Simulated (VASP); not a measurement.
## TaGa2: single point with PBE

TaGa2:

```
Ta Ga
1.0
     3.90544    0.00000    0.00000
     0.00000    3.90544    0.00000
     0.00000    0.00000    3.69911
Ta Ga
1 2
Direct
  0.50000 0.50000 0.00000
  0.00000 0.50000 0.50000
  0.50000 0.00000 0.50000
```

* Program: VASP 6.6.1
* Task: single point
* Functional: PBE
* Potentials or basis: VASP PAW PBE potentials, release 64 (Ta_pv, Ga_d)
* Cutoff: 520 eV
* k mesh: 6 × 6 × 4
* Occupations: gaussian, width 0.1 eV
* Spin: no spin polarisation

```json
{"Pressure": "0.2 GPa"}
```

Levels at points of the mesh, in eV from the Fermi level:
| k point | band 14 | band 15 | band 16 | band 17 | band 18 | band 19 | band 20 | band 21 | band 22 | band 23 |
| --- | --- | --- | --- | --- | --- | --- | --- | --- | --- | --- |
| (0.00, 0.00, 0.00) | -10.41 | -3.61 | -1.58 | -0.41 | -0.41 | 1.04 | 1.04 | 1.26 | 1.40 | 4.51 |
| (0.50, 0.00, 0.00) | -8.47 | -7.05 | -1.89 | -1.31 | -0.46 | 1.11 | 1.60 | 2.04 | 3.51 | 3.84 |
| (0.50, 0.50, 0.00) | -5.98 | -5.42 | -5.42 | -4.20 | -1.11 | -1.11 | 1.51 | 1.87 | 2.95 | 8.14 |
| (0.00, 0.00, 0.50) | -8.32 | -5.34 | -2.76 | -2.76 | -2.17 | 0.27 | 1.57 | 1.84 | 5.61 | 5.76 |
| (0.50, 0.00, 0.50) | -7.14 | -6.15 | -3.61 | -1.89 | -1.54 | 0.74 | 1.90 | 2.19 | 2.98 | 3.58 |
| (0.50, 0.50, 0.50) | -5.90 | -5.90 | -3.05 | -2.16 | -0.85 | -0.42 | -0.42 | 2.05 | 2.07 | 2.42 |

It took 22 s on 1 thread of Intel(R) Xeon(R) Platinum 8488C (Sapphire Rapids) (shared host), peak memory 0.18 GiB.

Caveat: the k points lie up to 0.42 Å⁻¹ apart; spin-orbit coupling is left out, which moves the levels of the heavy elements.
